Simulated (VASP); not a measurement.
A run of VASP 6.6.1 is set up as follows.

The input INCAR:

```
SYSTEM = BaTe
PREC = Accurate
ENCUT = 520
EDIFF = 1E-8
ISMEAR = -1
SIGMA = 0.05
LREAL = .FALSE.
LASPH = .TRUE.
NELM = 60
ALGO = Normal
ISIF = 2
LWAVE = .FALSE.
LCHARG = .FALSE.
GGA = PS
LEFG = .TRUE.
NBANDS = 15
```

The input KPOINTS:

```
regular mesh
0
G
  10 10 10
  0 0 0
```

File POSCAR:

```
BaTe
1.0
    0.0000000000      3.3418000000      3.4100000000
    3.3418000000      0.0000000000      3.4100000000
    3.3418000000      3.3418000000      0.0000000000
Ba Te
1 1
Direct
    0.0000000000      0.0000000000      0.0000000000
    0.5000000000      0.5000000000      0.5000000000
```

Potentials or basis: VASP PAW PBE potentials, release 64 (Ba_sv, Te).

The run is started by

```console
$ cat potpaw_PBE.64/Ba_sv/POTCAR potpaw_PBE.64/Te/POTCAR > POTCAR
$ mpirun -np 1 vasp_std > vasp.out
```

Q: Predict the band gap on the k mesh.

A: 1.09 eV (least direct gap 1.46 eV).

Q: What does it give for the pressure?

A: 4.3 GPa.

Stress tensor (GPa, compression positive):
```
5.00 0.00 0.00
0.00 5.00 0.00
0.00 0.00 2.78
```

Caveat: the cell differs from its parent crystal (equal xx and yy strain of -2 %); the cell stands under pressure; without QUAD_EFG the Cq values of the log hold for a quadrupole moment of 1 mb, not for the nuclei; the PAW data sets were made with another functional, which shifts forces and pressure a little; spin-orbit coupling is left out, which moves the levels of the heavy elements. A k mesh can miss the band edges.
